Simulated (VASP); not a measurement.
Runs of VASP 6.6.1 on NbTe. The structure is that of space group P-6m2 (No. 187), or close to it. The cells are those of the table. 

| cell | gap on the mesh (eV) | pressure (GPa) |
| --- | --- | --- |
| a = 3.764, b = 3.764, c = 3.755 Å, angles 90.0, 90.0, 120.0°, 2 atoms | none | (a) |
| a = 3.823, b = 3.823, c = 3.813 Å, angles 90.0, 90.0, 120.0°, 2 atoms | none | -9.4 |
| a = 3.608, b = 3.608, c = 3.599 Å, angles 90.0, 90.0, 120.0°, 2 atoms | none | (b) |
| a = 3.703, b = 3.703, c = 3.694 Å, angles 90.0, 90.0, 120.0°, 2 atoms | none | -0.5 |
| a = 3.575, b = 3.575, c = 3.567 Å, angles 90.0, 90.0, 120.0°, 2 atoms | none | 15.4 |

Alike in all rows: task single point; level PBE; potentials or basis VASP PAW PBE potentials, release 64 (Nb_sv, Te); no spin polarisation; k mesh 9 × 9 × 8; cutoff (eV) 520; smearing fermi-dirac 0.15 eV.

Task: Estimate the missing entries.

Result: (a) -5.6; (b) 10.5.

Caveats: spin-orbit coupling is left out, which moves the levels of the heavy elements.

A k mesh can miss the band edges, and the runs leave out spin-orbit coupling on Nb, Te.

A gap of «none» marks levels without a gap at the run's occupations.
